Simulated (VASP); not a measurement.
# Re (I4/mmm) in VASP: notebook

Runs on Re. Level: PBE. Tasks: single point.

All numbers are computed with VASP 6.6.1; they aren't measurements. Logs are shortened: lines on timing, memory, paths and dates and some standing lists are left out, and cuts for length are marked.

### Step 1. The cell of the first run

It takes space group I4/mmm (No. 139, tetragonal). The conventional cell has a = 3.033 Å, b = 3.033 Å, c = 3.315 Å, α = 90.00°, β = 90.00°, γ = 90.00°. Within 3.6 Å of Re (site symmetry 4/mmm) lie 14 Re at 2.71 to 3.32 Å.

### Step 2. Single point, PBE (15.25 Å³/atom)

INCAR reads:

```
SYSTEM = Re
ALGO = Normal
EDIFF = 1E-6
ENCUT = 560
GGA = PE
GGA_COMPAT = .False.
ISIF = 2
ISMEAR = 0
LASPH = .True.
LCHARG = .False.
LREAL = .False.
LWAVE = .False.
NBANDS = 14
NELM = 120
PREC = Accurate
SIGMA = 0.15
```

KPOINTS reads:

```
k-points
0
Gamma
  10 10 10
  0 0 0
```

POSCAR reads:

```
Re
1.0
    0.0000000000      2.1444946654      1.6576943764
    2.1444946654      0.0000000000      1.6576943764
    2.1444946654      2.1444946654      0.0000000000
Re
1
Direct
    0.0000000000      0.0000000000      0.0000000000
```

Potentials or basis: VASP PAW PBE potentials, release 64 (Re_sv_GW).

Run with:

```bash
> cat potpaw_PBE.64/Re_sv_GW/POTCAR > POTCAR
> mpirun -np 1 vasp_std > vasp.out
```

OUTCAR:

```text
SYSTEM = Re
   EDIFF = 1E-6
   ENCUT = 560
   GGA = PE
   ISIF = 2
   ISMEAR = 0
   LASPH = .True.
   LREAL = .False.
   NELM = 120
   PREC = Accurate

 ion  position               nearest neighbor table
   1  0.000  0.000  0.000-

  LATTYP: Found a body centered tetragonal cell.
 ALAT       =     3.0327734402
 C/A-ratio  =     1.0931870837

  Lattice vectors:

 A1 = (   0.0000000000,  -2.1444946654,  -1.6576943764)
 A2 = (   0.0000000000,   2.1444946654,  -1.6576943764)
 A3 = (   2.1444946654,   0.0000000000,   1.6576943764)

Analysis of symmetry for initial positions (statically):
=====================================================================
 Subroutine PRICEL returns:
 Original cell was already a primitive cell.

 Routine SETGRP: Setting up the symmetry group for a
 body centered tetragonal supercell.

 Subroutine GETGRP returns: Found 16 space group operations
 (whereof 16 operations were pure point group operations)
 out of a pool of 16 trial point group operations.

The static configuration has the point symmetry D_4h.

Analysis of symmetry for dynamics (positions and initial velocities):
=====================================================================
 Subroutine PRICEL returns:
 Original cell was already a primitive cell.

 Routine SETGRP: Setting up the symmetry group for a
 body centered tetragonal supercell.

 Subroutine GETGRP returns: Found 16 space group operations
 (whereof 16 operations were pure point group operations)
 out of a pool of 16 trial point group operations.

The dynamic configuration has the point symmetry D_4h.

 Subroutine INISYM returns: Found 16 space group operations
 (whereof 16 operations are pure point group operations),
 and found     1 'primitive' translations

----------------------------------------------------------------------------------------

                                     Primitive cell

  volume of cell :      15.2470

  direct lattice vectors                    reciprocal lattice vectors
     0.000000000  2.144494665  1.657694376    -0.233155161  0.233155161  0.301623754
     2.144494665  0.000000000  1.657694376     0.233155161 -0.233155161  0.301623754
     2.144494665  2.144494665  0.000000000     0.233155161  0.233155161 -0.301623754

  length of vectors
     2.710499588  2.710499588  3.032773440     0.446877553  0.446877553  0.446877553

  position of ions in fractional coordinates (direct lattice)
     0.000000000  0.000000000  0.000000000

  ion indices of the primitive-cell ions
   primitive index   ion index
                 1           1

----------------------------------------------------------------------------------------

 KPOINTS: k-points

Automatic generation of k-mesh.
 Grid dimensions read from file:
 generate k-points for:   10   10   10

 Generating k-lattice:

  Cartesian coordinates                     Fractional coordinates (reciprocal lattice)
    -0.023315516  0.023315516  0.030162375     0.100000000  0.000000000  0.000000000
     0.023315516 -0.023315516  0.030162375     0.000000000  0.100000000  0.000000000
     0.023315516  0.023315516 -0.030162375    -0.000000000 -0.000000000  0.100000000

  Length of vectors
     0.044687755  0.044687755  0.044687755

  Shift w.r.t. Gamma in fractional coordinates (k-lattice)
     0.000000000  0.000000000  0.000000000

 Subroutine IBZKPT returns following result:
 ===========================================

 Found    102 irreducible k-points:

 Following reciprocal coordinates:
            Coordinates               Weight
  0.000000  0.000000  0.000000      1.000000
  0.100000  0.000000  0.000000      8.000000
  0.200000  0.000000  0.000000      8.000000
  0.300000 -0.000000  0.000000      8.000000
  0.400000  0.000000  0.000000      8.000000
  0.500000 -0.000000  0.000000      4.000000
[... 16 lines left out ...]
  0.300000  0.300000  0.000000      2.000000
  0.400000  0.300000  0.000000      8.000000
 [... further k-points ...]
   k-points           NKPTS =    102   k-points in BZ     NKDIM =    102   number of bands    NBANDS=     14
   number of dos      NEDOS =    301   number of ions     NIONS =      1
   total plane-waves  NPLWV =  13824
   dimension x,y,z NGX =    24 NGY =   24 NGZ =   24
   dimension x,y,z NGXF=    48 NGYF=   48 NGZF=   48
   ions per type =               1
   NGX,Y,Z   is equivalent  to a cutoff of  14.72, 14.72, 13.16 a.u.
   NGXF,Y,Z  is equivalent  to a cutoff of  29.44, 29.44, 26.31 a.u.
 SYSTEM =  Re
   PREC   = accura    normal or accurate (medium, high low for compatibility)
   ISTART =      0    job   : 0-new  1-cont  2-samecut
   ICHARG =      2    charge: 1-file 2-atom 10-const
   ISPIN  =      1    spin polarized calculation?
   LNONCOLLINEAR =      F non collinear calculations
   LSORBIT =      F    spin-orbit coupling
   LASPH  =      T    aspherical Exc in radial PAW
   ENCUT  =  560.0 eV  41.16 Ry    6.42 a.u.   5.23  5.23  5.85*2*pi/ulx,y,z
   NELM   =    120;   NELMIN=  2; NELMDL= -5     # of ELM steps
   EDIFF  = 0.1E-05   stopping-criterion for ELM
   LREAL  =      F    real-space projection
   EDIFFG = 0.1E-04   stopping-criterion for IOM
   NSW    =      0    number of steps for IOM
   IBRION =     -1    ionic relax: 0-MD 1-quasi-New 2-CG
   NFREE  =      0    steps in history (QN), initial steepest desc. (CG)
   ISIF   =      2    stress and relaxation
   ISYM   =      2    0-nonsym 1-usesym 2-fastsym
   POTIM  = 0.5000    time-step for ionic-motion
   TEBEG  =    0.0;   TEEND  =   0.0 temperature during run
   PSTRESS=    0.0 pullay stress
   NELECT =      15.0000    total number of electrons
   NUPDOWN=      -1.0000    fix difference up-down
   EMIN   =  10.00;   EMAX   =-10.00  energy-range for DOS
   EFERMI =   0.00;   METHOD = LEGACY
   ISMEAR =     0;   SIGMA  =   0.15  broadening in eV -4-tet -1-fermi 0-gaus
   EFERMI_NEDOS =   21; number of points for ismear=-14 and -15
   IALGO  =     38    algorithm
   IMIX   =      4    mixing-type and parameters
     AMIX     =   0.40;   BMIX     =  1.00
     AMIX_MAG =   1.60;   BMIX_MAG =  1.00
  volume/ion in A,a.u.               =      15.25       102.89
  Fermi-wavevector in a.u.,A,eV,Ry     =   1.628210  3.076871 36.069973  2.651068
  Thomas-Fermi vector in A             =   2.720878
   LORBIT       =      0    0 simple, 1 ext, 2 COOP (PROOUT), +10 PAW based schemes
   GGA     = PE    functional components
   LHFCALC =     F    Hartree Fock is set to
   AEXX    =    0.0000 exact exchange contribution
   IVDW    =     0    specifies the selected vdW correction
   LEPSILON=     F    determine dielectric tensor
   LRPA    =     F    only Hartree local field effects (RPA)
 non-spin polarized calculation
 Gauss-broadening in eV      SIGMA  =   0.15
  energy-cutoff  :      560.00
  volume of cell :       15.25
 maximum number of plane-waves:       479
 NGX is ok and might be reduce to    24
   NGX = 11   NGY = 11   NGZ = 11

 number of electron      15.0000000 magnetization

 Free energy of the ion-electron system (eV)
  ---------------------------------------------------
  ext. energy  EPLUGINS =         0.00000000
  ---------------------------------------------------
  free energy    TOTEN  =       -13.75639085 eV

  energy without entropy =      -13.74099696  energy(sigma->0) =      -13.74869390

 E-fermi :  13.1723     XC(G=0): -14.0144

 val. band max:       13.1684636685   @ k =  -0.4000   0.0000   0.1000
 cond. band min:      13.2335106079   @ k =   0.4000   0.0000   0.2000
 fundamental gap:      0.0650469395
 Fermi energy:        13.1722544010

 k-point     1 :       0.0000    0.0000    0.0000
  band No.  band energies     occupation
      1     -67.4828      2.00000
      2     -28.7847      2.00000
      3     -28.7171      2.00000
      4     -28.7171      2.00000
      5       2.8340      2.00000
      6      10.4864      2.00000
      7      10.4864      2.00000
      8      11.5416      2.00000
      9      13.3548      0.08528
     10      14.6467      0.00000
     11      26.9494      0.00000
     12      28.5910      0.00000
     13      28.5910      0.00000
     14      38.6284      0.00000

 k-point     2 :       0.1000    0.0000    0.0000
  band No.  band energies     occupation
      1     -67.4724      2.00000
      2     -28.8681      2.00000
      3     -28.7484      2.00000
      4     -28.7427      2.00000
      5       3.2913      2.00000
      6      10.4535      2.00000
      7      10.5379      2.00000
      8      11.6810      2.00000
      9      13.1560      1.12161
     10      14.4946      0.00000
     11      27.6543      0.00000
     12      29.0105      0.00000
     13      29.3433      0.00000
     14      35.5074      0.00000

 k-point     3 :       0.2000    0.0000    0.0000
  band No.  band energies     occupation
      1     -67.4460      2.00000
      2     -29.1435      2.00000
      3     -28.8303      2.00000
      4     -28.7490      2.00000
      5       4.4816      2.00000
      6      10.1853      2.00000
      7      10.2616      2.00000
      8      12.6982      1.99999
      9      12.9810      1.92857
     10      14.3300      0.00000
     11      28.0043      0.00000
     12      29.4867      0.00000
     13      31.4327      0.00000
     14      34.7661      0.00000

 k-point     4 :       0.3000   -0.0000    0.0000
  band No.  band energies     occupation
      1     -67.4135      2.00000
      2     -29.4793      2.00000
      3     -28.9302      2.00000
      4     -28.7497      2.00000
      5       5.7074      2.00000
      6       9.6173      2.00000
      7      10.4244      2.00000
      8      13.1504      1.16328
      9      14.4589      0.00000
     10      14.4969      0.00000
     11      26.2661      0.00000
     12      27.9061      0.00000
     13      34.4798      0.00000
     14      35.5779      0.00000

 k-point     5 :       0.4000    0.0000    0.0000
  band No.  band energies     occupation
      1     -67.3872      2.00000
      2     -29.7425      2.00000
      3     -29.0099      2.00000
      4     -28.7497      2.00000
      5       6.1088      2.00000
      6       9.1818      2.00000
      7      11.7896      2.00000
      8      13.2921      0.25863
      9      14.8516      0.00000
     10      16.4723      0.00000
     11      24.0087      0.00000
[... 276 lines left out ...]
 k-point    22 :      -0.2000    0.2000    0.0000
  band No.  band energies     occupation
      1     -67.4094      2.00000
      2     -29.1918      2.00000
      3     -29.0787      2.00000
      4     -28.9434      2.00000
      5       6.2069      2.00000
      6      10.4932      2.00000
      7      10.7398      2.00000
      8      11.3863      2.00000
      9      12.2403      2.00000
     10      15.6423      0.00000
     11      28.3768      0.00000
     12      30.8239      0.00000
     13      31.9838      0.00000
     14      34.0347      0.00000

 k-point    23 :       0.3000    0.3000    0.0000
  band No.  band energies     occupation
      1     -67.3588      2.00000
      2     -29.4588      2.00000
      3     -29.1717      2.00000
      4     -29.1717      2.00000
      5       7.4222      2.00000
      6       8.3649      2.00000
      7      12.7699      1.99985
      8      12.7699      1.99985
      9      14.3429      0.00000
     10      14.4278      0.00000
     11      28.7960      0.00000
     12      29.3860      0.00000
     13      29.3860      0.00000
     14      34.0144      0.00000

 k-point    24 :       0.4000    0.3000    0.0000
  band No.  band energies     occupation
      1     -67.3356      2.00000
      2     -29.5977      2.00000
      3     -29.2568      2.00000
      4     -29.2243      2.00000
      5       7.4524      2.00000
      6       7.8086      2.00000
      7      12.9766      1.93496
      8      13.0020      1.89146
      9      15.9761      0.00000
     10      16.4412      0.00000
     11      25.5776      0.00000
     12      26.9841      0.00000
     13      30.7405      0.00000
     14      34.5717      0.00000

 [... further k-points ...]

------------------------ aborting loop because EDIFF is reached ----------------------------------------

  FORCE on cell =-STRESS in cart. coord.  units (eV):
  Direction    XX          YY          ZZ          XY          YZ          ZX
  --------------------------------------------------------------------------------------
  -------------------------------------------------------------------------------------
  Total       -0.5184477     -0.5184477     -0.2498649      0.0000000     -0.0000000      0.0000000
  in kB      -54.4792476    -54.4792476    -26.2561720      0.0000000     -0.0000000      0.0000000
  external PRESSURE =     -45.0715558 kB  Pullay stress =       0.0000000 kB

 VOLUME and BASIS-vectors are now :
 -----------------------------------------------------------------------------
  energy-cutoff  :      560.00
  volume of cell :       15.25
      direct lattice vectors                 reciprocal lattice vectors
     0.000000000  2.144494665  1.657694376    -0.233155161  0.233155161  0.301623754
     2.144494665  0.000000000  1.657694376     0.233155161 -0.233155161  0.301623754
     2.144494665  2.144494665  0.000000000     0.233155161  0.233155161 -0.301623754

 POSITION                                       TOTAL-FORCE (eV/Angst)
 -----------------------------------------------------------------------------------
      0.00000      0.00000      0.00000         0.000000      0.000000     -0.000000
 -----------------------------------------------------------------------------------
    total drift:                                0.000000     -0.000000     -0.000000

  FREE ENERGIE OF THE ION-ELECTRON SYSTEM (eV)
  ---------------------------------------------------
  free  energy   TOTEN  =       -13.7563908522 eV

  energy  without entropy=      -13.7409969558  energy(sigma->0) =      -13.74869390
```

It took 14 s on 1 thread of Intel Xeon Platinum 8488C (Sapphire Rapids), shared host; peak memory 0.16 GiB.

What came out:

| Item | Value |
| --- | --- |
| Free energy | -13.7564 eV |
| Pressure | -4.5 GPa |
| Band gap on the k mesh | zero (an odd number of electrons rules out a gap without spin polarisation) |

Caveat: the cell stands under tension; spin-orbit coupling is left out, which moves the levels of the heavy elements.

### Step 3. Single point, PBE (14.53 Å³/atom)

This run uses another cell than the first one, of 14.53 Å³/atom.

INCAR reads:

```
SYSTEM = Re
ALGO     = Normal         ! electronic algorithm
EDIFF    = 1E-6           ! SCF threshold, eV
ENCUT    = 560            ! plane-wave cutoff, eV
GGA      = PE             ! functional
GGA_COMPAT= .False.      
ISIF     = 2              ! what is computed and relaxed
ISMEAR   = 0              ! smearing method
LASPH    = .True.         ! aspherical terms in the spheres
LCHARG   = .False.        ! write CHGCAR
LREAL    = .False.        ! projectors in reciprocal space
LWAVE    = .False.        ! write WAVECAR
NBANDS   = 14             ! bands
NELM     = 120            ! most SCF steps
PREC     = Accurate       ! precision mode
SIGMA    = 0.15           ! smearing width, eV
```

KPOINTS is that of step 2.

POSCAR reads:

```
Re
1.0
    0.0000000000      2.0741890246      1.6881824471
    2.0741890246      0.0000000000      1.6881824471
    2.0741890246      2.0741890246      0.0000000000
Re
1
Direct
    0.0000000000      0.0000000000      0.0000000000
```

Potentials or basis: VASP PAW PBE potentials, release 64 (Re_sv_GW).

Run with:

```bash
> cat potpaw_PBE.64/Re_sv_GW/POTCAR > POTCAR
> mpirun -np 1 vasp_std > vasp.out
```

Run time: 16 s. Hardware: 1 thread of Intel Xeon Platinum 8259CL at 2.50GHz (Skylake/Cascade Lake), shared host; peak memory 0.16 GiB.

The run converged. Its results:

* Free energy: -13.7595 eV
* Pressure: 14.1 GPa
* Band gap on the k mesh: zero (an odd number of electrons rules out a gap without spin polarisation)

Stress tensor (GPa, compression positive):
```
 8.48  0.00  0.00
 0.00  8.48  0.00
 0.00  0.00 25.34
```

Levels at points of the mesh, in eV from the Fermi level:
```csv
k point,band 3,band 4,band 5,band 6,band 7,band 8,band 9,band 10,band 11,band 12
"(0.00, 0.00, 0.00)",-41.65,-41.65,-10.53,-2.75,-2.75,-1.07,-0.16,1.92,13.50,16.12
"(0.50, 0.00, 0.00)",-42.00,-41.70,-7.28,-3.96,-0.49,0.05,2.46,4.61,10.23,12.08
"(0.50, 0.50, 0.00)",-42.40,-42.40,-7.12,-6.69,3.70,4.25,4.25,5.76,9.67,9.67
"(0.50, 0.00, 0.50)",-42.20,-41.79,-7.30,-5.76,1.18,2.56,2.88,5.15,11.54,11.54
```

Caveat: the stress differs along the axes, from 8 to 25 GPa; spin-orbit coupling is left out, which moves the levels of the heavy elements.

The gap in the log of VASP goes by the Fermi energy; the results here count the filled bands.